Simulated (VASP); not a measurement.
# BiTe (Fm-3m) in VASP: a series of runs

The runs below take BiTe through single point, with BLYP, PBEsol.

Program: VASP 6.6.1. These are calculated values, not measurements. Logs are shortened: lines on timing, memory, paths and dates and some standing lists are left out, and cuts for length are marked.

### 1 The cell of the first run

Symmetry: Fm-3m, No. 225, cubic system. Conventional cell: a = 6.555 Å, b = 6.555 Å, c = 6.555 Å, α = 90.00°, β = 90.00°, γ = 90.00°. Within 4.3 Å of Bi (site symmetry m-3m) lie 6 Te at 3.28 Å. Te (site symmetry m-3m) has 6 Bi at 3.28 Å within 4.3 Å.

### 2 Single point, BLYP (volume scaled by 1.04)

Contents of INCAR:

```
SYSTEM = BiTe
AGGAC = 1.0 ; AGGAX = 1.0
ALDAC = 0.0 ; ALDAX = 1.0
ALGO = Normal ; EDIFF = 1E-6
ENCUT = 520 ; GGA = B5
ISIF = 2 ; ISMEAR = -1
LASPH = .True. ; LCHARG = .True.
LELF = .True. ; LREAL = .False.
LVHAR = .True. ; LWAVE = .False.
NBANDS = 18 ; NELM = 100
PREC = Accurate ; SIGMA = 0.02
```

Contents of KPOINTS:

```
k-points
0
Gamma
  7 7 7
  0 0 0
```

Contents of POSCAR:

```
BiTe
1.0
    0.0000000000      3.2775706714      3.2775706714
    3.2775706714      0.0000000000      3.2775706714
    3.2775706714      3.2775706714      0.0000000000
Bi Te
1 1
Direct
    0.0000000000      0.0000000000      0.0000000000
    0.5000000000      0.5000000000      0.5000000000
```

Potentials or basis: VASP PAW PBE potentials, release 64 (Bi_d, Te).

Started as:

```console
cat potpaw_PBE.64/Bi_d/POTCAR potpaw_PBE.64/Te/POTCAR > POTCAR
mpirun -np 1 vasp_std > vasp.out
```

OUTCAR:

```text
SYSTEM = BiTe
   EDIFF = 1E-6
   ENCUT = 520
   GGA = B5
   ISIF = 2
   ISMEAR = -1
   LASPH = .True.
   LREAL = .False.
   NELM = 100
   PREC = Accurate

 ion  position               nearest neighbor table
   1  0.000  0.000  0.000-   2 3.28   2 3.28   2 3.28   2 3.28   2 3.28   2 3.28
   2  0.500  0.500  0.500-   1 3.28   1 3.28   1 3.28   1 3.28   1 3.28   1 3.28

  LATTYP: Found a face centered cubic cell.
 ALAT       =     6.5551413428

  Lattice vectors:

 A1 = (   0.0000000000,   3.2775706714,   3.2775706714)
 A2 = (   3.2775706714,   0.0000000000,   3.2775706714)
 A3 = (   3.2775706714,   3.2775706714,   0.0000000000)

Analysis of symmetry for initial positions (statically):
=====================================================================
 Subroutine PRICEL returns:
 Original cell was already a primitive cell.

 Routine SETGRP: Setting up the symmetry group for a
 face centered cubic supercell.

 Subroutine GETGRP returns: Found 48 space group operations
 (whereof 48 operations were pure point group operations)
 out of a pool of 48 trial point group operations.

The static configuration has the point symmetry O_h .

Analysis of symmetry for dynamics (positions and initial velocities):
=====================================================================
 Subroutine PRICEL returns:
 Original cell was already a primitive cell.

 Routine SETGRP: Setting up the symmetry group for a
 face centered cubic supercell.

 Subroutine GETGRP returns: Found 48 space group operations
 (whereof 48 operations were pure point group operations)
 out of a pool of 48 trial point group operations.

The dynamic configuration has the point symmetry O_h .

 Subroutine INISYM returns: Found 48 space group operations
 (whereof 48 operations are pure point group operations),
 and found     1 'primitive' translations

----------------------------------------------------------------------------------------

                                     Primitive cell

  volume of cell :      70.4184

  direct lattice vectors                    reciprocal lattice vectors
     0.000000000  3.277570671  3.277570671    -0.152552012  0.152552012  0.152552012
     3.277570671  0.000000000  3.277570671     0.152552012 -0.152552012  0.152552012
     3.277570671  3.277570671  0.000000000     0.152552012  0.152552012 -0.152552012

  length of vectors
     4.635184895  4.635184895  4.635184895     0.264227835  0.264227835  0.264227835

  position of ions in fractional coordinates (direct lattice)
     0.000000000  0.000000000  0.000000000
     0.500000000  0.500000000  0.500000000

  ion indices of the primitive-cell ions
   primitive index   ion index
                 1           1
                 2           2

----------------------------------------------------------------------------------------

 KPOINTS: k-points

Automatic generation of k-mesh.
 Grid dimensions read from file:
 generate k-points for:    7    7    7

 Generating k-lattice:

  Cartesian coordinates                     Fractional coordinates (reciprocal lattice)
    -0.021793145  0.021793145  0.021793145     0.142857143  0.000000000  0.000000000
     0.021793145 -0.021793145  0.021793145     0.000000000  0.142857143  0.000000000
     0.021793145  0.021793145 -0.021793145     0.000000000  0.000000000  0.142857143

  Length of vectors
     0.037746834  0.037746834  0.037746834

  Shift w.r.t. Gamma in fractional coordinates (k-lattice)
     0.000000000  0.000000000  0.000000000

 Subroutine IBZKPT returns following result:
 ===========================================

 Found     20 irreducible k-points:

 Following reciprocal coordinates:
            Coordinates               Weight
  0.000000  0.000000  0.000000      1.000000
  0.142857  0.000000  0.000000      8.000000
  0.285714  0.000000  0.000000      8.000000
  0.428571  0.000000  0.000000      8.000000
  0.142857  0.142857  0.000000      6.000000
  0.285714  0.142857  0.000000     24.000000
[... 12 lines left out ...]
 -0.428571  0.428571  0.142857     24.000000
 -0.285714  0.428571  0.142857     24.000000
   k-points           NKPTS =     20   k-points in BZ     NKDIM =     20   number of bands    NBANDS=     18
   number of dos      NEDOS =    301   number of ions     NIONS =      2
   total plane-waves  NPLWV =  46656
   dimension x,y,z NGX =    36 NGY =   36 NGZ =   36
   dimension x,y,z NGXF=    72 NGYF=   72 NGZF=   72
   ions per type =               1   1
   NGX,Y,Z   is equivalent  to a cutoff of  12.91, 12.91, 12.91 a.u.
   NGXF,Y,Z  is equivalent  to a cutoff of  25.82, 25.82, 25.82 a.u.
 SYSTEM =  BiTe
   PREC   = accura    normal or accurate (medium, high low for compatibility)
   ISTART =      0    job   : 0-new  1-cont  2-samecut
   ICHARG =      2    charge: 1-file 2-atom 10-const
   ISPIN  =      1    spin polarized calculation?
   LNONCOLLINEAR =      F non collinear calculations
   LSORBIT =      F    spin-orbit coupling
   LASPH  =      T    aspherical Exc in radial PAW
   ENCUT  =  520.0 eV  38.22 Ry    6.18 a.u.   8.62  8.62  8.62*2*pi/ulx,y,z
   NELM   =    100;   NELMIN=  2; NELMDL= -5     # of ELM steps
   EDIFF  = 0.1E-05   stopping-criterion for ELM
   LREAL  =      F    real-space projection
   EDIFFG = 0.1E-04   stopping-criterion for IOM
   NSW    =      0    number of steps for IOM
   IBRION =     -1    ionic relax: 0-MD 1-quasi-New 2-CG
   NFREE  =      0    steps in history (QN), initial steepest desc. (CG)
   ISIF   =      2    stress and relaxation
   ISYM   =      2    0-nonsym 1-usesym 2-fastsym
   POTIM  = 0.5000    time-step for ionic-motion
   TEBEG  =    0.0;   TEEND  =   0.0 temperature during run
   PSTRESS=    0.0 pullay stress
   NELECT =      21.0000    total number of electrons
   NUPDOWN=      -1.0000    fix difference up-down
   EMIN   =  10.00;   EMAX   =-10.00  energy-range for DOS
   EFERMI =   0.00;   METHOD = LEGACY
   ISMEAR =    -1;   SIGMA  =   0.02  broadening in eV -4-tet -1-fermi 0-gaus
   EFERMI_NEDOS =   21; number of points for ismear=-14 and -15
   IALGO  =     38    algorithm
   IMIX   =      4    mixing-type and parameters
     AMIX     =   0.40;   BMIX     =  1.00
     AMIX_MAG =   1.60;   BMIX_MAG =  1.00
  volume/ion in A,a.u.               =      35.21       237.60
  Fermi-wavevector in a.u.,A,eV,Ry     =   1.093753  2.066893 16.276586  1.196295
  Thomas-Fermi vector in A             =   2.230044
   LORBIT       =      0    0 simple, 1 ext, 2 COOP (PROOUT), +10 PAW based schemes
   GGA     = B5    functional components
   LHFCALC =     F    Hartree Fock is set to
   AEXX    =    0.0000 exact exchange contribution
   IVDW    =     0    specifies the selected vdW correction
   LEPSILON=     F    determine dielectric tensor
   LRPA    =     F    only Hartree local field effects (RPA)
 non-spin polarized calculation
  energy-cutoff  :      520.00
  volume of cell :       70.42
 maximum number of plane-waves:      1917
   NGX = 17   NGY = 17   NGZ = 17

 number of electron      20.9999994 magnetization

 Free energy of the ion-electron system (eV)
  ---------------------------------------------------
  ext. energy  EPLUGINS =         0.00000000
  ---------------------------------------------------
  free energy    TOTEN  =        -5.86080048 eV

  energy without entropy =       -5.85575970  energy(sigma->0) =       -5.85828009

 E-fermi :   6.6749     XC(G=0):  -8.6318

 val. band max:        6.6697841419   @ k =  -0.4286   0.1429   0.0000
 cond. band min:       6.6751740638   @ k =  -0.4286   0.1429   0.0000
 fundamental gap:      0.0053899219
 Fermi energy:         6.6749265670

 k-point     1 :       0.0000    0.0000    0.0000
  band No.  band energies     occupation
      1     -16.4210      2.00000
      2     -16.4210      2.00000
      3     -16.4154      2.00000
      4     -16.4154      2.00000
      5     -16.4154      2.00000
      6      -6.6282      2.00000
[... 10 lines left out ...]
     17      12.9842      0.00000
     18      13.4376      0.00000

 k-point     2 :       0.1429    0.0000    0.0000
  band No.  band energies     occupation
      1     -16.4215      2.00000
      2     -16.4215      2.00000
      3     -16.4151      2.00000
      4     -16.4145      2.00000
      5     -16.4145      2.00000
      6      -6.4574      2.00000
[... 10 lines left out ...]
     17      14.0197      0.00000
     18      14.3471      0.00000

 k-point     3 :       0.2857    0.0000    0.0000
  band No.  band energies     occupation
      1     -16.4230      2.00000
      2     -16.4230      2.00000
      3     -16.4144      2.00000
      4     -16.4122      2.00000
      5     -16.4121      2.00000
      6      -5.9558      2.00000
[... 10 lines left out ...]
     17      15.8923      0.00000
     18      16.3533      0.00000

 k-point     4 :       0.4286    0.0000    0.0000
  band No.  band energies     occupation
      1     -16.4243      2.00000
      2     -16.4243      2.00000
      3     -16.4138      2.00000
      4     -16.4101      2.00000
      5     -16.4101      2.00000
      6      -5.1655      2.00000
[... 291 lines left out ...]
      4     -16.4110      2.00000
      5     -16.4086      2.00000
      6      -4.8989      2.00000
[... 10 lines left out ...]
     17      15.7866      0.00000
     18      17.1130      0.00000

 k-point    19 :      -0.4286    0.4286    0.1429
  band No.  band energies     occupation
      1     -16.4299      2.00000
      2     -16.4193      2.00000
      3     -16.4160      2.00000
      4     -16.4091      2.00000
      5     -16.4072      2.00000
      6      -4.9176      2.00000
[... 10 lines left out ...]
     17      16.6660      0.00000
     18      17.0317      0.00000

 k-point    20 :      -0.2857    0.4286    0.1429
  band No.  band energies     occupation
      1     -16.4285      2.00000
      2     -16.4207      2.00000
      3     -16.4135      2.00000
      4     -16.4112      2.00000
      5     -16.4072      2.00000
      6      -4.5304      2.00000
[... 10 lines left out ...]
     17      16.0600      0.00000
     18      16.8093      0.00000

------------------------ aborting loop because EDIFF is reached ----------------------------------------

  FORCE on cell =-STRESS in cart. coord.  units (eV):
  Direction    XX          YY          ZZ          XY          YZ          ZX
  --------------------------------------------------------------------------------------
  -------------------------------------------------------------------------------------
  Total        1.1306392      1.1306392      1.1306392      0.0000000     -0.0000000      0.0000000
  in kB       25.7245891     25.7245891     25.7245891      0.0000000     -0.0000000      0.0000000
  external PRESSURE =      25.7245891 kB  Pullay stress =       0.0000000 kB

 VOLUME and BASIS-vectors are now :
 -----------------------------------------------------------------------------
  energy-cutoff  :      520.00
  volume of cell :       70.42
      direct lattice vectors                 reciprocal lattice vectors
     0.000000000  3.277570671  3.277570671    -0.152552012  0.152552012  0.152552012
     3.277570671  0.000000000  3.277570671     0.152552012 -0.152552012  0.152552012
     3.277570671  3.277570671  0.000000000     0.152552012  0.152552012 -0.152552012

 POSITION                                       TOTAL-FORCE (eV/Angst)
 -----------------------------------------------------------------------------------
      0.00000      0.00000      0.00000        -0.000000      0.000000      0.000000
      3.27757      3.27757      3.27757         0.000000     -0.000000      0.000000
 -----------------------------------------------------------------------------------
    total drift:                               -0.000000      0.000000      0.000000

  FREE ENERGIE OF THE ION-ELECTRON SYSTEM (eV)
  ---------------------------------------------------
  free  energy   TOTEN  =        -5.8608004824 eV

  energy  without entropy=       -5.8557597042  energy(sigma->0) =       -5.85828009
```

It took 85 s on 1 thread of AMD EPYC 7R13, shared host; peak memory 0.18 GiB.

Results:

```
Free energy : -5.8608 eV
Pressure    : 2.6 GPa
```

Caveat: the PAW data sets were made with another functional, which shifts forces and pressure a little; spin-orbit coupling is left out, which moves the levels of the heavy elements.

### 3 Single point, BLYP (volume scaled by 1.06)

INCAR is that of step 2.

KPOINTS is that of step 2.

Contents of POSCAR:

```
BiTe
1.0
    0.0000000000      3.2984474805      3.2984474805
    3.2984474805      0.0000000000      3.2984474805
    3.2984474805      3.2984474805      0.0000000000
Bi Te
1 1
Direct
    0.0000000000      0.0000000000      0.0000000000
    0.5000000000      0.5000000000      0.5000000000
```

Potentials or basis: VASP PAW PBE potentials, release 64 (Bi_d, Te).

Started as:

```console
cat potpaw_PBE.64/Bi_d/POTCAR potpaw_PBE.64/Te/POTCAR > POTCAR
mpirun -np 1 vasp_std > vasp.out
```

Wall time 81 s (1 thread of AMD EPYC 7R13, shared host); peak memory 0.18 GiB.

The run converged. Its results:

```yaml
Free_energy: -5.8792 eV
Pressure: 1.7 GPa
```

Levels at points of the mesh, in eV from the Fermi level:
| k point | band 7 | band 8 | band 9 | band 10 | band 11 | band 12 | band 13 | band 14 |
| --- | --- | --- | --- | --- | --- | --- | --- | --- |
| (0.00, 0.00, 0.00) | -8.44 | -2.43 | -2.43 | -2.43 | 1.94 | 1.94 | 1.94 | 4.95 |

Caveat: the PAW data sets were made with another functional, which shifts forces and pressure a little; spin-orbit coupling is left out, which moves the levels of the heavy elements.

(Part 1 of 2 ends here.)
